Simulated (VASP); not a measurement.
# La (P6_3/mmc) in VASP: notebook, part 2 of 2

VASP 6.6.1. Earlier steps stand in the parts before.

## (5) Relaxation of cell and atoms, PBEsol, target pressure 10 GPa, at which the enthalpy is minimised

This run uses another cell than the first one, of 36.96 Å³/atom.

Input file INCAR:

```
SYSTEM = La
PREC = Accurate
ENCUT = 600
EDIFF = 1E-6
ISMEAR = -1
SIGMA = 0.05
LREAL = .False.
LASPH = .True.
NELM = 80
ALGO = Normal
ISIF = 3
LWAVE = .False.
LCHARG = .False.
GGA = PS
IBRION = 2
NSW = 60
EDIFFG = -0.01
PSTRESS = 100.0
```

Input file KPOINTS:

```
Automatic mesh
0
Gamma
  8 8 5
  0 0 0
```

Input file POSCAR:

```
La
1.0
    3.7500000000      0.0000000000      0.0000000000
   -1.8750000000      3.2475952642      0.0000000000
    0.0000000000      0.0000000000      6.0700000000
La
2
Direct
    0.6666666667      0.3333333333      0.7500000000
    0.3333333333      0.6666666667      0.2500000000
```

Potentials or basis: VASP PAW PBE potentials, release 64 (La).

Launch:

```sh
$ cat potpaw_PBE.64/La/POTCAR > POTCAR
$ mpirun -np 1 vasp_std > vasp.out
```

OUTCAR:

```text
SYSTEM = La
   PREC = Accurate
   ENCUT = 600
   EDIFF = 1E-6
   ISMEAR = -1
   LREAL = .False.
   LASPH = .True.
   NELM = 80
   ISIF = 3
   GGA = PS
   IBRION = 2
   NSW = 60
   EDIFFG = -0.01
   PSTRESS = 100.0

 ion  position               nearest neighbor table
   1  0.667  0.333  0.750-
   2  0.333  0.667  0.250-

  LATTYP: Found a hexagonal cell.
 ALAT       =     3.7500000000
 C/A-ratio  =     1.6186666667

  Lattice vectors:

 A1 = (   3.7500000000,   0.0000000000,   0.0000000000)
 A2 = (  -1.8750000000,   3.2475952642,   0.0000000000)
 A3 = (   0.0000000000,   0.0000000000,   6.0700000000)

Analysis of symmetry for initial positions (statically):
=====================================================================
 Subroutine PRICEL returns:
 Original cell was already a primitive cell.

 Routine SETGRP: Setting up the symmetry group for a
 hexagonal supercell.

 Subroutine GETGRP returns: Found 24 space group operations
 (whereof 12 operations were pure point group operations)
 out of a pool of 24 trial point group operations.

The static configuration has the point symmetry D_3d.
 The point group associated with its full space group is D_6h.

Analysis of symmetry for dynamics (positions and initial velocities):
=====================================================================
 Subroutine PRICEL returns:
 Original cell was already a primitive cell.

 Routine SETGRP: Setting up the symmetry group for a
 hexagonal supercell.

 Subroutine GETGRP returns: Found 24 space group operations
 (whereof 12 operations were pure point group operations)
 out of a pool of 24 trial point group operations.

The dynamic configuration has the point symmetry D_3d.
 The point group associated with its full space group is D_6h.

 Subroutine INISYM returns: Found 24 space group operations
 (whereof 12 operations are pure point group operations),
 and found     1 'primitive' translations

----------------------------------------------------------------------------------------

                                     Primitive cell

  volume of cell :      73.9234

[... 99 lines left out ...]
   NELECT =      22.0000    total number of electrons
   NUPDOWN=      -1.0000    fix difference up-down
   EMIN   =  10.00;   EMAX   =-10.00  energy-range for DOS
   EFERMI =   0.00;   METHOD = LEGACY
   ISMEAR =    -1;   SIGMA  =   0.05  broadening in eV -4-tet -1-fermi 0-gaus
   EFERMI_NEDOS =   21; number of points for ismear=-14 and -15
   IALGO  =     38    algorithm
   IMIX   =      4    mixing-type and parameters
     AMIX     =   0.40;   BMIX     =  1.00
     AMIX_MAG =   1.60;   BMIX_MAG =  1.00
  volume/ion in A,a.u.               =      36.96       249.43
  Fermi-wavevector in a.u.,A,eV,Ry     =   1.093004  2.065478 16.254307  1.194658
  Thomas-Fermi vector in A             =   2.229281
   LORBIT       =      0    0 simple, 1 ext, 2 COOP (PROOUT), +10 PAW based schemes
   GGA     = PS    functional components
   LHFCALC =     F    Hartree Fock is set to
   AEXX    =    0.0000 exact exchange contribution
   IVDW    =     0    specifies the selected vdW correction
   LEPSILON=     F    determine dielectric tensor
   LRPA    =     F    only Hartree local field effects (RPA)
 conjugate gradient relaxation of ions
 non-spin polarized calculation
  energy-cutoff  :      600.00
  volume of cell :       73.92
 maximum number of plane-waves:      2503
 NGX is ok and might be reduce to    30
   NGX = 15   NGY = 15   NGZ = 25

--------------------------------------- Ionic step        1  -------------------------------------------

 number of electron      21.9999997 magnetization

 Free energy of the ion-electron system (eV)
  ---------------------------------------------------
  ext. energy  EPLUGINS =         0.00000000
  ---------------------------------------------------
  free energy    TOTEN  =       -10.59740684 eV

  energy without entropy =      -10.56120049  energy(sigma->0) =      -10.57930367

 E-fermi :   7.7625     XC(G=0):  -9.7040

 val. band max:        7.7351148044   @ k =   0.1250   0.1250   0.0000
 cond. band min:       7.7852786775   @ k =   0.3750   0.2500   0.2000
 fundamental gap:      0.0501638731
 Fermi energy:         7.7625372224

 k-point     1 :       0.0000    0.0000    0.0000
  band No.  band energies     occupation
      1     -25.0669      2.00000
      2     -24.8596      2.00000
      3      -9.4154      2.00000
      4      -8.1851      2.00000
      5      -8.1851      2.00000
      6      -7.9952      2.00000
      7      -7.9952      2.00000
      8      -7.9706      2.00000
      9       4.5260      2.00000
     10       5.9764      2.00000
     11       8.8711      0.00000
     12       9.0949      0.00000
     13       9.0949      0.00000
     14       9.3365      0.00000
[... 680 lines left out ...]
--------------------------------------- Ionic step        8  -------------------------------------------

 number of electron      21.9999999 magnetization

 Free energy of the ion-electron system (eV)
  ---------------------------------------------------
  ext. energy  EPLUGINS =         0.00000000
  ---------------------------------------------------
  free energy    TOTEN  =       -10.15547266 eV

  energy without entropy =      -10.13130980  energy(sigma->0) =      -10.14339123

 E-fermi :  11.7081     XC(G=0): -11.2278

 val. band max:       11.6865531277   @ k =   0.1250   0.0000   0.4000
 cond. band min:      11.7196213232   @ k =   0.3750   0.2500   0.4000
 fundamental gap:      0.0330681955
 Fermi energy:        11.7081190641

 k-point     1 :       0.0000    0.0000    0.0000
  band No.  band energies     occupation
      1     -21.0704      2.00000
      2     -20.4255      2.00000
      3      -6.2548      2.00000
      4      -3.0768      2.00000
      5      -3.0768      2.00000
      6      -2.8768      2.00000
      7      -2.6912      2.00000
      8      -2.6912      2.00000
      9       9.2060      2.00000
     10       9.6551      2.00000
     11      12.5066      0.00000
     12      13.2662      0.00000
     13      13.2662      0.00000
     14      13.4923      0.00000
[... 448 lines left out ...]
  energy  without entropy=      -10.1313097973  energy(sigma->0) =      -10.14339123

  enthalpy is  TOTEN    =        -6.9000520198 eV   P V=        3.2554206371

 reached required accuracy - stopping structural energy minimisation
```

OSZICAR:

```text
N       E                     dE             d eps       ncg     rms          rms(c)
DAV:   1     0.260258076002E+03    0.26026E+03   -0.88255E+03   900   0.223E+03
DAV:   2     0.317284584481E+02   -0.22853E+03   -0.22676E+03  1380   0.350E+02
[... 79 lines left out ...]
DAV:   1    -0.101634824233E+02   -0.40153E-02   -0.57580E-01  1523   0.178E+01    0.415E-01
DAV:   2    -0.101572091107E+02    0.62733E-02   -0.21025E-02  1518   0.162E+00    0.201E-01
DAV:   3    -0.101554593148E+02    0.17498E-02   -0.92963E-03  1712   0.113E+00    0.489E-02
DAV:   4    -0.101554656520E+02   -0.63372E-05   -0.37889E-04  1515   0.202E-01    0.268E-02
DAV:   5    -0.101554725749E+02   -0.69229E-05   -0.24461E-05  1745   0.602E-02    0.581E-03
DAV:   6    -0.101554726569E+02   -0.81939E-07   -0.25889E-06  1062   0.219E-02
   8 F= -.69000520E+01 E0= -.68879706E+01  d E =-.862197E-02
```

CONTCAR:

```text
La
   1.00000000000000
     3.2918085851118923    0.0000000000000000    0.0000000000000000
    -1.6459042925559462    2.8507898591124352    0.0000000000000000
     0.0000000000000000   -0.0000000000000000    5.5579919813683221
  La
     2
Direct
     0.6666666667000030    0.3333333332999970    0.7500000000000000
     0.3333333332999970    0.6666666667000030    0.2500000000000000

  0.00000000E+00  0.00000000E+00  0.00000000E+00
  0.00000000E+00  0.00000000E+00  0.00000000E+00
```

Wall time 5.4 min (1 thread of Oxide Virtual Turin-like, shared host); peak memory 0.21 GiB.

What came out:

```
Free energy                                                : -10.1555 eV
Relaxed volume                                             : 26.08 Å³/atom
Relaxed cell                                               : a = 3.292 Å, b = 3.292 Å, c = 5.558 Å, α = 90.00°, β = 90.00°, γ = 120.00°
Space group after relaxing (to 0.1 Å)                      : P6_3/mmc (No. 194)
Energy change on relaxing (the run minimises the enthalpy) : +221.0 meV/atom
Ionic steps                                                : 8
Pressure after relaxing                                    : 10.0 GPa
Band gap on the k mesh                                     : zero (bands 11 and 12 overlap by 1.72 eV)
```

Step by step:
```csv
step,energy change (eV),largest force (eV/Å),pressure (GPa),volume (Å³)
1,0.0000,0.0000,-1.43,73.92
2,0.6845,0.0000,14.44,49.15
3,0.4076,0.0000,9.95,52.84
4,0.4312,0.0000,10.17,52.47
5,0.4321,0.0000,10.30,52.36
6,0.4362,0.0000,10.20,52.26
7,0.4379,0.0000,10.14,52.22
8,0.4419,0.0000,10.01,52.16
```

Final structure:
```
La
1.0
     3.29181    0.00000    0.00000
    -1.64590    2.85079    0.00000
     0.00000    0.00000    5.55799
La
2
Direct
  0.66667 0.33333 0.75000
  0.33333 0.66667 0.25000
```

Levels at points of the mesh, in eV from the Fermi level:
```csv
k point,band 7,band 8,band 9,band 10,band 11,band 12,band 13,band 14,band 15
"(0.00, 0.00, 0.00)",-14.40,-14.40,-2.50,-2.05,0.80,1.56,1.56,1.78,1.89
"(0.50, 0.00, 0.00)",-15.38,-14.93,-2.66,-1.97,-1.34,1.55,1.67,1.76,1.90
```

Caveat: the cell is relaxed towards a set pressure, so the run minimises the enthalpy, not the energy; the volume moved by over 15 % at a fixed basis, so the end points are rough; the PAW data sets were made with another functional, which shifts forces and pressure a little; spin-orbit coupling is left out, which moves the levels of the heavy elements.

## (6) Summary

```tsv
task	cell	cutoff (eV)	gap on the mesh (eV)	pressure (GPa)
single point	a = 3.681, b = 3.681, c = 5.926 Å, angles 90.0, 90.0, 120.0°, 2 atoms	520	none	0.1
relaxation of cell and atoms	relaxed from a = 3.750, b = 3.750, c = 6.070 Å, angles 90.0, 90.0, 120.0°, 2 atoms	600	none	0.0
relaxation of cell and atoms	relaxed to 2 GPa from a = 3.750, b = 3.750, c = 6.070 Å, angles 90.0, 90.0, 120.0°, 2 atoms	600	none	2.0
relaxation of cell and atoms	relaxed to 10 GPa from a = 3.750, b = 3.750, c = 6.070 Å, angles 90.0, 90.0, 120.0°, 2 atoms	600	none	10.0
```

Alike in all rows: level PBEsol; potentials or basis VASP PAW PBE potentials, release 64 (La); no spin polarisation; k mesh 8 × 8 × 5; smearing fermi-dirac 0.05 eV.

Caveats: the PAW data sets were made with another functional, which shifts forces and pressure a little; spin-orbit coupling is left out, which moves the levels of the heavy elements; the cell is relaxed towards a set pressure, so the run minimises the enthalpy, not the energy (at least some runs); the volume moved by over 15 % at a fixed basis, so the end points are rough (at least some runs).

Absolute energies hang on the potentials; compare differences alone.
